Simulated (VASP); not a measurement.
# GaF (F-43m) in VASP: further runs

The runs below take GaF through single point, with PBE.

Program: VASP 6.6.1. These are calculated values, not measurements. Logs are shortened: lines on timing, memory, paths and dates and some standing lists are left out, and cuts for length are marked.

## Step 1: The cell of the first run

It takes space group F-43m (No. 216, cubic). Conventional cell: a = 5.049 Å, b = 5.049 Å, c = 5.049 Å, α = 90.00°, β = 90.00°, γ = 90.00°. Within 2.9 Å of Ga (site symmetry -43m) lie 4 F at 2.19 Å. Within 2.9 Å of F (site symmetry -43m) lie 4 Ga at 2.19 Å.

## Step 2: Single point, PBE (16.09 Å³/atom)

INCAR reads:

```
ALGO = Normal
EDIFF = 1E-6
ENCUT = 600
GGA = PE
GGA_COMPAT = F
ISIF = 2
ISMEAR = -1
LASPH = T
LCHARG = F
LREAL = F
LWAVE = F
NBANDS = 17
NELM = 120
PREC = Accurate
SIGMA = 0.05
```

KPOINTS reads:

```
k-points
0
Gamma
  9 9 9
```

POSCAR reads:

```
GaF
1.0
    0.0000000000      2.5243544930      2.5243544930
    2.5243544930      0.0000000000      2.5243544930
    2.5243544930      2.5243544930      0.0000000000
Ga F
1 1
Direct
    0.2500000000      0.2500000000      0.2500000000
    0.0000000000      0.0000000000      0.0000000000
```

Potentials or basis: VASP PAW PBE potentials, release 64 (Ga_d, F).

Started as:

```bash
$ cat potpaw_PBE.64/Ga_d/POTCAR potpaw_PBE.64/F/POTCAR > POTCAR
$ mpirun -np 1 vasp_std > vasp.out
```

OUTCAR:

```text
EDIFF = 1E-6
   ENCUT = 600
   GGA = PE
   ISIF = 2
   ISMEAR = -1
   LASPH = T
   LREAL = F
   NELM = 120
   PREC = Accurate

 ion  position               nearest neighbor table
   1  0.250  0.250  0.250-   2 2.19   2 2.19   2 2.19   2 2.19
   2  0.000  0.000  0.000-   1 2.19   1 2.19   1 2.19   1 2.19

  LATTYP: Found a face centered cubic cell.
 ALAT       =     5.0487089860

  Lattice vectors:

 A1 = (   0.0000000000,   2.5243544930,   2.5243544930)
 A2 = (   2.5243544930,   0.0000000000,   2.5243544930)
 A3 = (   2.5243544930,   2.5243544930,   0.0000000000)

Analysis of symmetry for initial positions (statically):
=====================================================================
 Subroutine PRICEL returns:
 Original cell was already a primitive cell.

 Routine SETGRP: Setting up the symmetry group for a
 face centered cubic supercell.

 Subroutine GETGRP returns: Found 24 space group operations
 (whereof 24 operations were pure point group operations)
 out of a pool of 48 trial point group operations.

The static configuration has the point symmetry T_d .

Analysis of symmetry for dynamics (positions and initial velocities):
=====================================================================
 Subroutine PRICEL returns:
 Original cell was already a primitive cell.

 Routine SETGRP: Setting up the symmetry group for a
 face centered cubic supercell.

 Subroutine GETGRP returns: Found 24 space group operations
 (whereof 24 operations were pure point group operations)
 out of a pool of 48 trial point group operations.

The dynamic configuration has the point symmetry T_d .

 Subroutine INISYM returns: Found 24 space group operations
 (whereof 24 operations are pure point group operations),
 and found     1 'primitive' translations

----------------------------------------------------------------------------------------

                                     Primitive cell

  volume of cell :      32.1722

  direct lattice vectors                    reciprocal lattice vectors
     0.000000000  2.524354493  2.524354493    -0.198070438  0.198070438  0.198070438
     2.524354493  0.000000000  2.524354493     0.198070438 -0.198070438  0.198070438
     2.524354493  2.524354493  0.000000000     0.198070438  0.198070438 -0.198070438

  length of vectors
     3.569976360  3.569976360  3.569976360     0.343068062  0.343068062  0.343068062

  position of ions in fractional coordinates (direct lattice)
     0.250000000  0.250000000  0.250000000
     0.000000000  0.000000000  0.000000000

  ion indices of the primitive-cell ions
   primitive index   ion index
                 1           1
                 2           2

----------------------------------------------------------------------------------------

 KPOINTS: k-points

Automatic generation of k-mesh.
 Grid dimensions read from file:
 generate k-points for:    9    9    9

 Generating k-lattice:

  Cartesian coordinates                     Fractional coordinates (reciprocal lattice)
    -0.022007826  0.022007826  0.022007826     0.111111111  0.000000000  0.000000000
     0.022007826 -0.022007826  0.022007826     0.000000000  0.111111111  0.000000000
     0.022007826  0.022007826 -0.022007826     0.000000000  0.000000000  0.111111111

  Length of vectors
     0.038118674  0.038118674  0.038118674

  Shift w.r.t. Gamma in fractional coordinates (k-lattice)
     0.000000000  0.000000000  0.000000000

 Subroutine IBZKPT returns following result:
 ===========================================

 Found     35 irreducible k-points:

 Following reciprocal coordinates:
            Coordinates               Weight
  0.000000  0.000000  0.000000      1.000000
  0.111111  0.000000  0.000000      8.000000
  0.222222  0.000000  0.000000      8.000000
  0.333333  0.000000  0.000000      8.000000
  0.444444  0.000000  0.000000      8.000000
  0.111111  0.111111  0.000000      6.000000
[... 16 lines left out ...]
 -0.333333  0.333333  0.000000     12.000000
  0.444444  0.444444  0.000000      6.000000
 [... further k-points ...]
   k-points           NKPTS =     35   k-points in BZ     NKDIM =     35   number of bands    NBANDS=     17
   number of dos      NEDOS =    301   number of ions     NIONS =      2
   total plane-waves  NPLWV =  27000
   dimension x,y,z NGX =    30 NGY =   30 NGZ =   30
   dimension x,y,z NGXF=    60 NGYF=   60 NGZF=   60
   ions per type =               1   1
   NGX,Y,Z   is equivalent  to a cutoff of  13.97, 13.97, 13.97 a.u.
   NGXF,Y,Z  is equivalent  to a cutoff of  27.94, 27.94, 27.94 a.u.
 SYSTEM =  unknown system
   PREC   = accura    normal or accurate (medium, high low for compatibility)
   ISTART =      0    job   : 0-new  1-cont  2-samecut
   ICHARG =      2    charge: 1-file 2-atom 10-const
   ISPIN  =      1    spin polarized calculation?
   LNONCOLLINEAR =      F non collinear calculations
   LSORBIT =      F    spin-orbit coupling
   LASPH  =      T    aspherical Exc in radial PAW
   ENCUT  =  600.0 eV  44.10 Ry    6.64 a.u.   7.13  7.13  7.13*2*pi/ulx,y,z
   NELM   =    120;   NELMIN=  2; NELMDL= -5     # of ELM steps
   EDIFF  = 0.1E-05   stopping-criterion for ELM
   LREAL  =      F    real-space projection
   EDIFFG = 0.1E-04   stopping-criterion for IOM
   NSW    =      0    number of steps for IOM
   IBRION =     -1    ionic relax: 0-MD 1-quasi-New 2-CG
   NFREE  =      0    steps in history (QN), initial steepest desc. (CG)
   ISIF   =      2    stress and relaxation
   ISYM   =      2    0-nonsym 1-usesym 2-fastsym
   POTIM  = 0.5000    time-step for ionic-motion
   TEBEG  =    0.0;   TEEND  =   0.0 temperature during run
   PSTRESS=    0.0 pullay stress
   NELECT =      20.0000    total number of electrons
   NUPDOWN=      -1.0000    fix difference up-down
   EMIN   =  10.00;   EMAX   =-10.00  energy-range for DOS
   EFERMI =   0.00;   METHOD = LEGACY
   ISMEAR =    -1;   SIGMA  =   0.05  broadening in eV -4-tet -1-fermi 0-gaus
   EFERMI_NEDOS =   21; number of points for ismear=-14 and -15
   IALGO  =     38    algorithm
   IMIX   =      4    mixing-type and parameters
     AMIX     =   0.40;   BMIX     =  1.00
     AMIX_MAG =   1.60;   BMIX_MAG =  1.00
  volume/ion in A,a.u.               =      16.09       108.55
  Fermi-wavevector in a.u.,A,eV,Ry     =   1.397198  2.640321 26.560764  1.952161
  Thomas-Fermi vector in A             =   2.520477
   LORBIT       =      0    0 simple, 1 ext, 2 COOP (PROOUT), +10 PAW based schemes
   GGA     = PE    functional components
   LHFCALC =     F    Hartree Fock is set to
   AEXX    =    0.0000 exact exchange contribution
   IVDW    =     0    specifies the selected vdW correction
   LEPSILON=     F    determine dielectric tensor
   LRPA    =     F    only Hartree local field effects (RPA)
 non-spin polarized calculation
  energy-cutoff  :      600.00
  volume of cell :       32.17
 maximum number of plane-waves:      1089
 NGX is ok and might be reduce to    30
   NGX = 15   NGY = 15   NGZ = 15

 number of electron      20.0000001 magnetization

 Free energy of the ion-electron system (eV)
  ---------------------------------------------------
  ext. energy  EPLUGINS =         0.00000000
  ---------------------------------------------------
  free energy    TOTEN  =        -6.89437381 eV

  energy without entropy =       -6.89431841  energy(sigma->0) =       -6.89434611

 E-fermi :   4.2033     XC(G=0):  -9.7644

 val. band max:        3.8691585261   @ k =  -0.4444   0.4444   0.0000
 cond. band min:       4.5095817201   @ k =  -0.4444   0.4444   0.0000
 fundamental gap:      0.6404231940
 Fermi energy:         4.2032727245

 k-point     1 :       0.0000    0.0000    0.0000
  band No.  band energies     occupation
      1     -21.2671      2.00000
      2     -10.9368      2.00000
      3     -10.9368      2.00000
      4     -10.9368      2.00000
      5     -10.8186      2.00000
      6     -10.8186      2.00000
[... 9 lines left out ...]
     16      17.9477      0.00000
     17      17.9477      0.00000

 k-point     2 :       0.1111    0.0000    0.0000
  band No.  band energies     occupation
      1     -21.2511      2.00000
      2     -10.9303      2.00000
      3     -10.9303      2.00000
      4     -10.9215      2.00000
      5     -10.8189      2.00000
      6     -10.8189      2.00000
[... 9 lines left out ...]
     16      17.3871      0.00000
     17      17.4463      0.00000

 k-point     3 :       0.2222    0.0000    0.0000
  band No.  band energies     occupation
      1     -21.2106      2.00000
      2     -10.9163      2.00000
      3     -10.9163      2.00000
      4     -10.8774      2.00000
      5     -10.8171      2.00000
      6     -10.8171      2.00000
[... 9 lines left out ...]
     16      16.8331      0.00000
     17      18.7218      0.00000

 k-point     4 :       0.3333    0.0000    0.0000
  band No.  band energies     occupation
      1     -21.1643      2.00000
      2     -10.9062      2.00000
      3     -10.9062      2.00000
      4     -10.8166      2.00000
      5     -10.8091      2.00000
      6     -10.8091      2.00000
[... 9 lines left out ...]
     16      16.7180      0.00000
     17      19.2404      0.00000

 k-point     5 :       0.4444    0.0000    0.0000
  band No.  band energies     occupation
      1     -21.1340      2.00000
      2     -10.9031      2.00000
      3     -10.9031      2.00000
      4     -10.8001      2.00000
      5     -10.8001      2.00000
      6     -10.7701      2.00000
[... 9 lines left out ...]
     16      16.8093      0.00000
     17      18.8696      0.00000

 k-point     6 :       0.1111    0.1111    0.0000
  band No.  band energies     occupation
      1     -21.2458      2.00000
      2     -10.9245      2.00000
      3     -10.9239      2.00000
      4     -10.9239      2.00000
      5     -10.8233      2.00000
      6     -10.8153      2.00000
[... 9 lines left out ...]
     16      18.6865      0.00000
     17      18.6865      0.00000

 k-point     7 :       0.2222    0.1111    0.0000
  band No.  band energies     occupation
      1     -21.2136      2.00000
      2     -10.9158      2.00000
      3     -10.9088      2.00000
      4     -10.8897      2.00000
      5     -10.8258      2.00000
      6     -10.8116      2.00000
[... 9 lines left out ...]
     16      18.4645      0.00000
     17      18.9983      0.00000

 k-point     8 :       0.3333    0.1111    0.0000
  band No.  band energies     occupation
      1     -21.1694      2.00000
      2     -10.9056      2.00000
      3     -10.8965      2.00000
      4     -10.8411      2.00000
      5     -10.8131      2.00000
      6     -10.8048      2.00000
[... 9 lines left out ...]
     16      17.9722      0.00000
     17      19.5856      0.00000
[... 203 lines left out ...]
      1     -21.1480      2.00000
      2     -10.8973      2.00000
      3     -10.8895      2.00000
      4     -10.8251      2.00000
      5     -10.8238      2.00000
      6     -10.7790      2.00000
[... 9 lines left out ...]
     16      18.2785      0.00000
     17      19.7230      0.00000

 k-point    20 :       0.3333    0.3333    0.0000
  band No.  band energies     occupation
      1     -21.1319      2.00000
      2     -10.8789      2.00000
      3     -10.8503      2.00000
      4     -10.8503      2.00000
      5     -10.8140      2.00000
      6     -10.7975      2.00000
[... 9 lines left out ...]
     16      21.9614      0.00000
     17      22.8159      0.00000

 k-point    21 :       0.4444    0.3333    0.0000
  band No.  band energies     occupation
      1     -21.1070      2.00000
      2     -10.8818      2.00000
      3     -10.8439      2.00000
      4     -10.8390      2.00000
      5     -10.7942      2.00000
      6     -10.7755      2.00000
[... 9 lines left out ...]
     16      21.2925      0.00000
     17      22.6013      0.00000

 k-point    22 :      -0.4444    0.3333    0.0000
  band No.  band energies     occupation
      1     -21.0936      2.00000
      2     -10.8856      2.00000
      3     -10.8396      2.00000
      4     -10.8387      2.00000
      5     -10.7988      2.00000
      6     -10.7352      2.00000
[... 9 lines left out ...]
     16      19.9675      0.00000
     17      22.0423      0.00000

 k-point    23 :      -0.3333    0.3333    0.0000
  band No.  band energies     occupation
      1     -21.0978      2.00000
      2     -10.8910      2.00000
      3     -10.8510      2.00000
      4     -10.8274      2.00000
      5     -10.8096      2.00000
      6     -10.7235      2.00000
[... 9 lines left out ...]
     16      18.8281      0.00000
     17      21.6373      0.00000

 k-point    24 :       0.4444    0.4444    0.0000
  band No.  band energies     occupation
      1     -21.0929      2.00000
      2     -10.8871      2.00000
      3     -10.8231      2.00000
      4     -10.8231      2.00000
      5     -10.7913      2.00000
      6     -10.7809      2.00000
[... 9 lines left out ...]
     16      23.7271      0.00000
     17      23.7560      0.00000

 [... further k-points ...]

------------------------ aborting loop because EDIFF is reached ----------------------------------------

  FORCE on cell =-STRESS in cart. coord.  units (eV):
  Direction    XX          YY          ZZ          XY          YZ          ZX
  --------------------------------------------------------------------------------------
  -------------------------------------------------------------------------------------
  Total        3.9695971      3.9695971      3.9695971      0.0000000      0.0000000     -0.0000000
  in kB      197.6860361    197.6860361    197.6860361      0.0000000      0.0000000     -0.0000000
  external PRESSURE =     197.6860361 kB  Pullay stress =       0.0000000 kB

 VOLUME and BASIS-vectors are now :
 -----------------------------------------------------------------------------
  energy-cutoff  :      600.00
  volume of cell :       32.17
      direct lattice vectors                 reciprocal lattice vectors
     0.000000000  2.524354493  2.524354493    -0.198070438  0.198070438  0.198070438
     2.524354493  0.000000000  2.524354493     0.198070438 -0.198070438  0.198070438
     2.524354493  2.524354493  0.000000000     0.198070438  0.198070438 -0.198070438

 POSITION                                       TOTAL-FORCE (eV/Angst)
 -----------------------------------------------------------------------------------
      1.26218      1.26218      1.26218         0.000000      0.000000      0.000000
      0.00000      0.00000      0.00000        -0.000000     -0.000000     -0.000000
 -----------------------------------------------------------------------------------
    total drift:                                0.000001      0.000001      0.000001

  FREE ENERGIE OF THE ION-ELECTRON SYSTEM (eV)
  ---------------------------------------------------
  free  energy   TOTEN  =        -6.8943738141 eV

  energy  without entropy=       -6.8943184073  energy(sigma->0) =       -6.89434611
```

Run time: 26 s. Hardware: 1 thread of Intel Xeon Platinum 8259CL at 2.50GHz (Skylake/Cascade Lake), shared host; peak memory 0.17 GiB.

Results:

* Free energy: -6.8944 eV
* Pressure: 19.8 GPa
* Band gap on the k mesh: 0.64 eV

Caveat: the cell stands under pressure; semilocal functionals underestimate gaps, and a narrow one can read as zero; an odd mesh through Γ misses points on the zone boundary, where band edges can lie.

## Step 3: Single point, PBE (16.43 Å³/atom)

This run uses another cell than the first one, of 16.43 Å³/atom.

INCAR reads:

```
  ALGO = Normal
  EDIFF = 1E-6
  ENCUT = 600
  GGA = PE
  GGA_COMPAT = F
  ISIF = 2
  ISMEAR = -1
  LASPH = T
  LCHARG = T
  LELF = T
  LREAL = F
  LVHAR = T
  LWAVE = F
  NBANDS = 17
  NELM = 120
  PREC = Accurate
  SIGMA = 0.05
```

KPOINTS is that of step 2.

POSCAR reads:

```
GaF
1.0
    0.0000000000      2.5421322230      2.5421322230
    2.5421322230      0.0000000000      2.5421322230
    2.5421322230      2.5421322230      0.0000000000
Ga F
1 1
Direct
    0.2500000000      0.2500000000      0.2500000000
    0.0000000000      0.0000000000      0.0000000000
```

Potentials or basis: VASP PAW PBE potentials, release 64 (Ga_d, F).

Started as:

```bash
$ cat potpaw_PBE.64/Ga_d/POTCAR potpaw_PBE.64/F/POTCAR > POTCAR
$ mpirun -np 1 vasp_std > vasp.out
```

Run time: 24 s. Hardware: 1 thread of Intel Xeon Platinum 8259CL at 2.50GHz (Skylake/Cascade Lake), shared host; peak memory 0.17 GiB.

Results (log left out):

```yaml
Free_energy: -6.9759 eV
Pressure: 17.8 GPa
Band_gap_on_the_k_mesh: 0.77 eV
```

Levels at points of the mesh, in eV from the valence-band top:
```
           k point  band 7  band 8  band 9  band 10  band 11  band 12  band 13  band 14
(0.00, 0.00, 0.00)   -5.94   -5.94   -5.94    -5.61     6.68     6.68     6.68    11.46
```

Caveat: the cell stands under pressure; semilocal functionals underestimate gaps, and a narrow one can read as zero; an odd mesh through Γ misses points on the zone boundary, where band edges can lie.
